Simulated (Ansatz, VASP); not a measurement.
# MgCuC4N4: VASP beside Ansatz

Contents of INCAR:

```
SYSTEM = MgCuC4N4
ALGO = Normal ; EDIFF = 1E-7
ENCUT = 520 ; GGA = PE
ISIF = 2 ; ISMEAR = 0
ISPIN = 2 ; LASPH = .True.
LCHARG = .False. ; LMAXMIX = 4
LORBIT = 11 ; LREAL = .False.
LWAVE = .False. ; MAGMOM = 0 1 0 0 0 0 0 0 0 0
NBANDS = 40 ; NELM = 150
PREC = Accurate ; SIGMA = 0.1
```

Contents of KPOINTS:

```
k-points
0
Gamma
  4 4 4
  0 0 0
```

File POSCAR:

```
MgCuC4N4
1.0
    5.9605641800      0.0000000000      0.0000000000
    0.0000000000      5.9605641800      0.0000000000
    0.0000000000      0.0000000000      5.9605641800
Mg Cu C N
1 1 4 4
Direct
    0.5000000000      0.5000000000      0.5000000000
    0.0000000000      0.0000000000      0.0000000000
    0.1856838400      0.1856838400      0.1856838400
    0.1856838400      0.8143161600      0.8143161600
    0.8143161600      0.1856838400      0.8143161600
    0.8143161600      0.8143161600      0.1856838400
    0.2990120100      0.2990120100      0.2990120100
    0.2990120100      0.7009879900      0.7009879900
    0.7009879900      0.2990120100      0.7009879900
    0.7009879900      0.7009879900      0.2990120100
```

Input for Ansatz:

```yaml
crystal:
  lattice:
    - [5.96056418, 0.0, 0.0]
    - [0.0, 5.96056418, 0.0]
    - [0.0, 0.0, 5.96056418]
  atoms:
    - { symbol: Mg, position: [0.5, 0.5, 0.5] }
    - { symbol: Cu, position: [0.0, 0.0, 0.0], spin: 1.0 }
    - { symbol: C, position: [0.18568384, 0.18568384, 0.18568384] }
    - { symbol: C, position: [0.18568384, 0.81431616, 0.81431616] }
    - { symbol: C, position: [0.81431616, 0.18568384, 0.81431616] }
    - { symbol: C, position: [0.81431616, 0.81431616, 0.18568384] }
    - { symbol: "N", position: [0.29901201, 0.29901201, 0.29901201] }
    - { symbol: "N", position: [0.29901201, 0.70098799, 0.70098799] }
    - { symbol: "N", position: [0.70098799, 0.29901201, 0.70098799] }
    - { symbol: "N", position: [0.70098799, 0.70098799, 0.29901201] }
basis:
  ecutwfc: 420
kpoints:
  mp_grid: { grid: [4, 4, 4] }
hamiltonian:
  xc: pbe
scf:
  occupations: { method: gaussian, width: 0.1 }
  lower_state_search: "off"
output:
  forces: true
  stress: true
  eigenvalues: true
  populations: true
magnetization:
  spin_polarized: true
```

Alike in both runs: task single point; functional PBE; k mesh 4 × 4 × 4; occupations gaussian, width 0.1 eV; collinear spin.

|  | VASP | Ansatz |
| --- | --- | --- |
| version | VASP 6.6.1 | Ansatz 0.2.0 |
| potentials or method | VASP PAW PBE potentials, release 64 (Mg, Cu, C, N), cutoff 520 eV | scalar-relativistic, plane waves, PAW |
| valence electrons in the cell | 49 | 65 |

Ansatz gave:

```
gap on the k mesh at the Fermi level (eV)                     : none
pressure (GPa)                                                : -0.1
rms of the force components (eV/Å)                            : 0.228
net moment per atom (μB)                                      : 0.10
size of the moment on the site where the two differ most (μB) : 0.48
```

**Question.** Which values does VASP return?

**Answer.** gap on the k mesh at the Fermi level (eV): none; pressure (GPa): 0.3; rms of the force components (eV/Å): 0.170; net moment per atom (μB): 0.10; size of the moment on the site where the two differ most (μB): 0.52.

Site moments also hang on the region over which each program counts them. Atom by atom the forces differ by 0.193 eV/Å (rms over components). A gap of «none» marks a metal or a gap that the smearing closes. One of these differences is far larger than is usual between the two programs; its cause wasn't traced. VASP's potentials hold 49 valence electrons a cell and Ansatz's 65, so a difference there can come from the potentials and not from the codes.

Noted on VASP's run: the standard files for N, O and F lose accuracy on very short bonds.
